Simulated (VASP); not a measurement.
A run of VASP 6.6.1 is set up as follows.

Contents of INCAR:

```
SYSTEM = Ru
PREC     = Accurate       ! precision mode
ENCUT    = 520            ! plane-wave cutoff, eV
EDIFF    = 1E-8           ! SCF threshold, eV
ISMEAR   = -1             ! smearing method
SIGMA    = 0.03           ! smearing width, eV
LREAL    = .FALSE.        ! projectors in reciprocal space
LASPH    = .TRUE.         ! aspherical terms in the spheres
NELM     = 80             ! most SCF steps
ALGO     = Normal         ! electronic algorithm
ISIF     = 2              ! what is computed and relaxed
LWAVE    = .FALSE.        ! write WAVECAR
LCHARG   = .FALSE.        ! write CHGCAR
GGA      = PS             ! functional
LEFG     = .TRUE.       
NBANDS   = 21             ! bands
```

File KPOINTS:

```
Automatic mesh
0
G
  14 14 8
  0 0 0
```

File POSCAR:

```
Ru
1.0
    2.7599153209      0.0000000000      0.0000000000
   -1.3799576604      2.3901567802      0.0000000000
    0.0000000000      0.0000000000      4.2819000000
Ru
2
Direct
    0.3333333333      0.6666666667      0.2500000000
    0.6666666667      0.3333333333      0.7500000000
```

Potentials or basis: VASP PAW PBE potentials, release 64 (Ru_pv).

Command:

```bash
$ cat potpaw_PBE.64/Ru_pv/POTCAR > POTCAR
$ mpirun -np 1 vasp_std > vasp.out
```

Question: Predict the pressure.

Answer: -17.4 GPa.

Question: Predict the band gap on the k mesh.

Answer: Zero (bands 14 and 15 overlap by 3.01 eV).

Electric field gradients, principal values (V/Å²):
| atom | least | middle | greatest (by size) |
| --- | --- | --- | --- |
| 1 Ru | 10.027 | 10.028 | -20.054 |
| 2 Ru | 10.027 | 10.028 | -20.054 |

Caveat: the cell differs from its parent crystal (equal xx and yy strain of +2 %); the cell stands under tension; without QUAD_EFG the Cq values of the log hold for a quadrupole moment of 1 mb, not for the nuclei; the PAW data sets were made with another functional, which shifts forces and pressure a little.
